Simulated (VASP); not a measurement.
# CsCdCl3 (P4/mmm) in VASP: a series of runs

The runs below take CsCdCl3 through single point, with LDA.

Everything below comes from runs of VASP 6.6.1. Logs are shortened: lines on timing, memory, paths and dates and some standing lists are left out, and cuts for length are marked.

## 1. The cell of the first run

Symmetry: P4/mmm, No. 123, tetragonal system. Conventional cell: a = 5.061 Å, b = 5.061 Å, c = 5.317 Å, α = 90.00°, β = 90.00°, γ = 90.00°. Cs (site symmetry 4/mmm) has 12 Cl at 3.58 to 3.67 Å and 8 Cd at 4.46 Å within 4.7 Å. Within 3.3 Å of Cd (site symmetry 4/mmm) lie 6 Cl at 2.53 to 2.66 Å. Cl (site symmetry mmm) has 2 Cd at 2.53 Å within 3.3 Å. Within 3.7 Å of Cl (site symmetry 4/mmm) lie 2 Cd at 2.66 Å and 4 Cs at 3.58 Å and 8 Cl at 3.67 Å.

## 2. Single point, LDA (uniaxial strain along c: +4.0 %)

Input file INCAR:

```
PREC = Accurate
ENCUT = 520
EDIFF = 1E-6
ISMEAR = 0
SIGMA = 0.02
LREAL = F
LASPH = T
NELM = 60
ALGO = Normal
ISIF = 2
LWAVE = F
LCHARG = F
GGA = CA
NBANDS = 29
```

Input file KPOINTS:

```
Automatic mesh
0
Gamma
  6 6 6
```

Input file POSCAR:

```
CsCdCl3
1.0
    5.0610509205      0.0000000000      0.0000000000
    0.0000000000      5.0610509205      0.0000000000
    0.0000000000      0.0000000000      5.3166595528
Cs Cd Cl
1 1 3
Direct
    0.0000000000      0.0000000000      0.0000000000
    0.5000000000      0.5000000000      0.5000000000
    0.0000000000      0.5000000000      0.5000000000
    0.5000000000      0.0000000000      0.5000000000
    0.5000000000      0.5000000000      0.0000000000
```

Potentials or basis: VASP PAW LDA potentials, release 64 (Cs_sv, Cd, Cl).

Run with:

```bash
cat potpaw_LDA.64/Cs_sv/POTCAR potpaw_LDA.64/Cd/POTCAR potpaw_LDA.64/Cl/POTCAR > POTCAR
mpirun -np 1 vasp_std > vasp.out
```

OUTCAR:

```text
PREC = Accurate
   ENCUT = 520
   EDIFF = 1E-6
   ISMEAR = 0
   LREAL = F
   LASPH = T
   NELM = 60
   ISIF = 2
   GGA = CA

 ion  position               nearest neighbor table
   1  0.000  0.000  0.000-
   2  0.500  0.500  0.500-   3 2.53   4 2.53   4 2.53   3 2.53   5 2.66   5 2.66
   3  0.000  0.500  0.500-   2 2.53   2 2.53
   4  0.500  0.000  0.500-   2 2.53   2 2.53
   5  0.500  0.500  0.000-   2 2.66   2 2.66

  LATTYP: Found a simple tetragonal cell.
 ALAT       =     5.0610509205
 C/A-ratio  =     1.0505050505

  Lattice vectors:

 A1 = (   5.0610509205,   0.0000000000,   0.0000000000)
 A2 = (   0.0000000000,   5.0610509205,   0.0000000000)
 A3 = (   0.0000000000,   0.0000000000,   5.3166595528)

Analysis of symmetry for initial positions (statically):
=====================================================================
 Subroutine PRICEL returns:
 Original cell was already a primitive cell.

 Routine SETGRP: Setting up the symmetry group for a
 simple tetragonal supercell.

 Subroutine GETGRP returns: Found 16 space group operations
 (whereof 16 operations were pure point group operations)
 out of a pool of 16 trial point group operations.

The static configuration has the point symmetry D_4h.

Analysis of symmetry for dynamics (positions and initial velocities):
=====================================================================
 Subroutine PRICEL returns:
 Original cell was already a primitive cell.

 Routine SETGRP: Setting up the symmetry group for a
 simple tetragonal supercell.

 Subroutine GETGRP returns: Found 16 space group operations
 (whereof 16 operations were pure point group operations)
 out of a pool of 16 trial point group operations.

The dynamic configuration has the point symmetry D_4h.

 Subroutine INISYM returns: Found 16 space group operations
 (whereof 16 operations are pure point group operations),
 and found     1 'primitive' translations

----------------------------------------------------------------------------------------

                                     Primitive cell

  volume of cell :     136.1822

  direct lattice vectors                    reciprocal lattice vectors
     5.061050920  0.000000000  0.000000000     0.197587421  0.000000000  0.000000000
     0.000000000  5.061050920  0.000000000     0.000000000  0.197587421  0.000000000
     0.000000000  0.000000000  5.316659553     0.000000000  0.000000000  0.188088026

  length of vectors
     5.061050920  5.061050920  5.316659553     0.197587421  0.197587421  0.188088026

  position of ions in fractional coordinates (direct lattice)
     0.000000000  0.000000000  0.000000000
     0.500000000  0.500000000  0.500000000
     0.000000000  0.500000000  0.500000000
     0.500000000  0.000000000  0.500000000
     0.500000000  0.500000000  0.000000000

  ion indices of the primitive-cell ions
   primitive index   ion index
                 1           1
                 2           2
                 3           3
                 4           4
                 5           5

----------------------------------------------------------------------------------------

 KPOINTS: Automatic mesh

Automatic generation of k-mesh.
 Grid dimensions read from file:
 generate k-points for:    6    6    6

 Generating k-lattice:

  Cartesian coordinates                     Fractional coordinates (reciprocal lattice)
     0.032931237  0.000000000  0.000000000     0.166666667  0.000000000  0.000000000
     0.000000000  0.032931237  0.000000000     0.000000000  0.166666667  0.000000000
     0.000000000  0.000000000  0.031348004     0.000000000  0.000000000  0.166666667

  Length of vectors
     0.032931237  0.032931237  0.031348004

  Shift w.r.t. Gamma in fractional coordinates (k-lattice)
     0.000000000  0.000000000  0.000000000

 Subroutine IBZKPT returns following result:
 ===========================================

 Found     40 irreducible k-points:

 Following reciprocal coordinates:
            Coordinates               Weight
  0.000000  0.000000  0.000000      1.000000
  0.166667  0.000000  0.000000      4.000000
  0.333333  0.000000  0.000000      4.000000
  0.500000  0.000000  0.000000      2.000000
  0.166667  0.166667  0.000000      4.000000
  0.333333  0.166667  0.000000      8.000000
[... 16 lines left out ...]
  0.333333  0.000000  0.333333      8.000000
  0.500000  0.000000  0.333333      4.000000
 [... further k-points ...]
   k-points           NKPTS =     40   k-points in BZ     NKDIM =     40   number of bands    NBANDS=     29
   number of dos      NEDOS =    301   number of ions     NIONS =      5
   total plane-waves  NPLWV =  64000
   dimension x,y,z NGX =    40 NGY =   40 NGZ =   40
   dimension x,y,z NGXF=    80 NGYF=   80 NGZF=   80
   ions per type =               1   1   3
   NGX,Y,Z   is equivalent  to a cutoff of  13.14, 13.14, 12.51 a.u.
   NGXF,Y,Z  is equivalent  to a cutoff of  26.28, 26.28, 25.02 a.u.
 SYSTEM =  unknown system
   PREC   = accura    normal or accurate (medium, high low for compatibility)
   ISTART =      0    job   : 0-new  1-cont  2-samecut
   ICHARG =      2    charge: 1-file 2-atom 10-const
   ISPIN  =      1    spin polarized calculation?
   LNONCOLLINEAR =      F non collinear calculations
   LSORBIT =      F    spin-orbit coupling
   LASPH  =      T    aspherical Exc in radial PAW
   ENCUT  =  520.0 eV  38.22 Ry    6.18 a.u.   9.41  9.41  9.89*2*pi/ulx,y,z
   NELM   =     60;   NELMIN=  2; NELMDL= -5     # of ELM steps
   EDIFF  = 0.1E-05   stopping-criterion for ELM
   LREAL  =      F    real-space projection
   EDIFFG = 0.1E-04   stopping-criterion for IOM
   NSW    =      0    number of steps for IOM
   IBRION =     -1    ionic relax: 0-MD 1-quasi-New 2-CG
   NFREE  =      0    steps in history (QN), initial steepest desc. (CG)
   ISIF   =      2    stress and relaxation
   ISYM   =      2    0-nonsym 1-usesym 2-fastsym
   POTIM  = 0.5000    time-step for ionic-motion
   TEBEG  =    0.0;   TEEND  =   0.0 temperature during run
   PSTRESS=    0.0 pullay stress
   NELECT =      42.0000    total number of electrons
   NUPDOWN=      -1.0000    fix difference up-down
   EMIN   =  10.00;   EMAX   =-10.00  energy-range for DOS
   EFERMI =   0.00;   METHOD = LEGACY
   ISMEAR =     0;   SIGMA  =   0.02  broadening in eV -4-tet -1-fermi 0-gaus
   EFERMI_NEDOS =   21; number of points for ismear=-14 and -15
   IALGO  =     38    algorithm
   IMIX   =      4    mixing-type and parameters
     AMIX     =   0.40;   BMIX     =  1.00
     AMIX_MAG =   1.60;   BMIX_MAG =  1.00
  volume/ion in A,a.u.               =      27.24       183.80
  Fermi-wavevector in a.u.,A,eV,Ry     =   1.106075  2.090178 16.645388  1.223402
  Thomas-Fermi vector in A             =   2.242571
   LORBIT       =      0    0 simple, 1 ext, 2 COOP (PROOUT), +10 PAW based schemes
   GGA     = CA    functional components
   LHFCALC =     F    Hartree Fock is set to
   AEXX    =    0.0000 exact exchange contribution
   IVDW    =     0    specifies the selected vdW correction
   LEPSILON=     F    determine dielectric tensor
   LRPA    =     F    only Hartree local field effects (RPA)
 non-spin polarized calculation
 Gauss-broadening in eV      SIGMA  =   0.02
  energy-cutoff  :      520.00
  volume of cell :      136.18
 maximum number of plane-waves:      3694
 NGX is ok and might be reduce to    40
   NGX = 19   NGY = 19   NGZ = 19

 number of electron      41.9999998 magnetization

 Free energy of the ion-electron system (eV)
  ---------------------------------------------------
  ext. energy  EPLUGINS =         0.00000000
  ---------------------------------------------------
  free energy    TOTEN  =       -16.80386909 eV

  energy without entropy =      -16.80386909  energy(sigma->0) =      -16.80386909

 E-fermi :   0.4783     XC(G=0):  -9.2826

 val. band max:        0.3267101796   @ k =   0.5000   0.5000   0.5000
 cond. band min:       1.8116928313   @ k =   0.0000   0.0000   0.0000
 fundamental gap:      1.4849826517
 Fermi energy:         0.4782708351

 k-point     1 :       0.0000    0.0000    0.0000
  band No.  band energies     occupation
      1     -18.7774      2.00000
      2     -13.5927      2.00000
      3     -13.0448      2.00000
      4     -12.7998      2.00000
      5      -6.4653      2.00000
      6      -6.4355      2.00000
[... 21 lines left out ...]
     28       7.4532      0.00000
     29      11.1479      0.00000

 k-point     2 :       0.1667    0.0000    0.0000
  band No.  band energies     occupation
      1     -18.7739      2.00000
      2     -13.5472      2.00000
      3     -13.0528      2.00000
      4     -12.8067      2.00000
      5      -6.4869      2.00000
      6      -6.4601      2.00000
[... 21 lines left out ...]
     28       7.7632      0.00000
     29      10.8377      0.00000

 k-point     3 :       0.3333    0.0000    0.0000
  band No.  band energies     occupation
      1     -18.7669      2.00000
      2     -13.4473      2.00000
      3     -13.0750      2.00000
      4     -12.8196      2.00000
      5      -6.8774      2.00000
      6      -6.5268      2.00000
[... 21 lines left out ...]
     28       8.5395      0.00000
     29       9.8953      0.00000

 k-point     4 :       0.5000    0.0000    0.0000
  band No.  band energies     occupation
      1     -18.7634      2.00000
      2     -13.3902      2.00000
      3     -13.0916      2.00000
      4     -12.8257      2.00000
      5      -7.0876      2.00000
      6      -6.5454      2.00000
[... 597 lines left out ...]
     28       8.3689      0.00000
     29       9.0122      0.00000

 k-point    23 :       0.3333    0.0000    0.3333
  band No.  band energies     occupation
      1     -18.7614      2.00000
      2     -13.3868      2.00000
      3     -13.0757      2.00000
      4     -12.8152      2.00000
      5      -6.9276      2.00000
      6      -6.5241      2.00000
[... 21 lines left out ...]
     28       8.5992      0.00000
     29       8.7388      0.00000

 k-point    24 :       0.5000    0.0000    0.3333
  band No.  band energies     occupation
      1     -18.7584      2.00000
      2     -13.3131      2.00000
      3     -13.1033      2.00000
      4     -12.8203      2.00000
      5      -7.1072      2.00000
      6      -6.5344      2.00000
[... 21 lines left out ...]
     28       8.6669      0.00000
     29       9.1944      0.00000

 [... further k-points ...]

------------------------ aborting loop because EDIFF is reached ----------------------------------------

  FORCE on cell =-STRESS in cart. coord.  units (eV):
  Direction    XX          YY          ZZ          XY          YZ          ZX
  --------------------------------------------------------------------------------------
  -------------------------------------------------------------------------------------
  Total        0.3848589      0.3848589     -1.6221504      0.0000000      0.0000000      0.0000000
  in kB        4.5278484      4.5278484    -19.0845280      0.0000000      0.0000000      0.0000000
  external PRESSURE =      -3.3429437 kB  Pullay stress =       0.0000000 kB

 VOLUME and BASIS-vectors are now :
 -----------------------------------------------------------------------------
  energy-cutoff  :      520.00
  volume of cell :      136.18
      direct lattice vectors                 reciprocal lattice vectors
     5.061050920  0.000000000  0.000000000     0.197587421  0.000000000  0.000000000
     0.000000000  5.061050920  0.000000000     0.000000000  0.197587421  0.000000000
     0.000000000  0.000000000  5.316659553     0.000000000  0.000000000  0.188088026

 POSITION                                       TOTAL-FORCE (eV/Angst)
 -----------------------------------------------------------------------------------
      0.00000      0.00000      0.00000         0.000000      0.000000      0.000000
      2.53053      2.53053      2.65833         0.000000      0.000000      0.000000
      0.00000      2.53053      2.65833         0.000000      0.000000      0.000000
      2.53053      0.00000      2.65833         0.000000      0.000000      0.000000
      2.53053      2.53053      0.00000         0.000000      0.000000      0.000000
 -----------------------------------------------------------------------------------
    total drift:                                0.000000      0.000000     -0.000000

  FREE ENERGIE OF THE ION-ELECTRON SYSTEM (eV)
  ---------------------------------------------------
  free  energy   TOTEN  =       -16.8038690891 eV

  energy  without entropy=      -16.8038690891  energy(sigma->0) =      -16.80386909
```

Wall time 2.8 min (1 thread of Intel Xeon 8259CL, shared host); peak memory 0.3 GiB.

Results:

```
Free energy            : -16.8039 eV
Pressure               : -0.3 GPa
Band gap on the k mesh : 1.49 eV (least direct gap 2.26 eV)
```

Caveat: the cell differs from its parent crystal (uniaxial strain along c: +4.0 %); spin-orbit coupling is left out, which moves the levels of the heavy elements. A k mesh can miss the band edges.

[end of part 1 of 3]
